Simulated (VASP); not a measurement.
Set up this calculation in VASP 6.6.1, as the native input.

| Quantity | Value |
| --- | --- |
| Task | single point |
| Functional | r2SCAN |
| Potentials or basis | VASP PAW PBE potentials, release 64 (Si) |
| Cutoff | 520 eV |
| k mesh | 12 × 12 × 4 |
| Occupations | gaussian, width 0.02 eV |
| Spin | no spin polarisation |
| Dipole correction | no |
| Further INCAR settings | ALGO = Normal; EDIFF = 1e-06; NBANDS = 16 |

Crystal: Si.

```
Si
1.0
     4.00434    0.00000    0.00000
    -2.00217    3.46786    0.00000
     0.00000    0.00000    6.17059
Si
4
Cartesian
  0.0000 2.3119 0.3755
  2.0022 1.1560 3.4608
  0.0000 2.3119 2.7097
  2.0022 1.1560 5.7950
```

This cell differs from its parent crystal: biaxial strain in the a-b plane: +4.5 %.

One way to write it, as run:

POSCAR

```
Si
1.0
    4.0043442337      0.0000000000      0.0000000000
   -2.0021721169      3.4678638319      0.0000000000
    0.0000000000      0.0000000000      6.1705907982
Si
4
Direct
    0.3333333333      0.6666666667      0.0608608547
    0.6666666667      0.3333333333      0.5608608547
    0.3333333333      0.6666666667      0.4391391453
    0.6666666667      0.3333333333      0.9391391453
```

INCAR.step1

```
SYSTEM = Si
PREC     = Accurate       ! precision mode
ENCUT    = 520            ! plane-wave cutoff, eV
ISMEAR   = 0              ! smearing method
SIGMA    = 0.02           ! smearing width, eV
LREAL    = .False.        ! projectors in reciprocal space
LASPH    = .True.         ! aspherical terms in the spheres
NELM     = 100            ! most SCF steps
NBANDS   = 16             ! bands
GGA      = PE             ! functional
ALGO     = Normal         ! electronic algorithm
EDIFF    = 1E-4           ! SCF threshold, eV
LWAVE    = .True.         ! write WAVECAR
LCHARG   = .False.        ! write CHGCAR
```

INCAR.step2

```
SYSTEM = Si
PREC     = Accurate       ! precision mode
ENCUT    = 520            ! plane-wave cutoff, eV
EDIFF    = 1E-6           ! SCF threshold, eV
ISMEAR   = 0              ! smearing method
SIGMA    = 0.02           ! smearing width, eV
LREAL    = .False.        ! projectors in reciprocal space
LASPH    = .True.         ! aspherical terms in the spheres
NELM     = 100            ! most SCF steps
ALGO     = Normal         ! electronic algorithm
ISIF     = 2              ! what is computed and relaxed
LWAVE    = .False.        ! write WAVECAR
LCHARG   = .False.        ! write CHGCAR
METAGGA  = R2SCAN         ! meta-GGA
LMIXTAU  = .True.       
NBANDS   = 16             ! bands
ISTART   = 1
```

KPOINTS

```
Automatic mesh
0
Gamma
  12 12 4
  0 0 0
```

Potentials or basis: VASP PAW PBE potentials, release 64 (Si).

Launch:

```console
$ cat potpaw_PBE.64/Si/POTCAR > POTCAR
$ cp INCAR.step1 INCAR
$ mpirun -np 1 vasp_std > vasp.out
$ cp INCAR.step2 INCAR
$ mpirun -np 1 vasp_std > vasp.out
```

It gave:

| Property | Result |
| --- | --- |
| Pressure | -4.9 GPa |
| Largest force | 0.330 eV/Å |
| Band gap on the k mesh | 0.40 eV |

Caveat: the cell differs from its parent crystal (biaxial strain in the a-b plane: +4.5 %); the stress differs along the axes, from -9 to 4 GPa; semilocal functionals underestimate gaps, and a narrow one can read as zero; the PAW data sets were made with another functional, which shifts forces and pressure a little.

Wall time 5.5 min on 1 thread of Intel Xeon 8259CL, with other jobs on the host, peak memory 0.23 GiB.
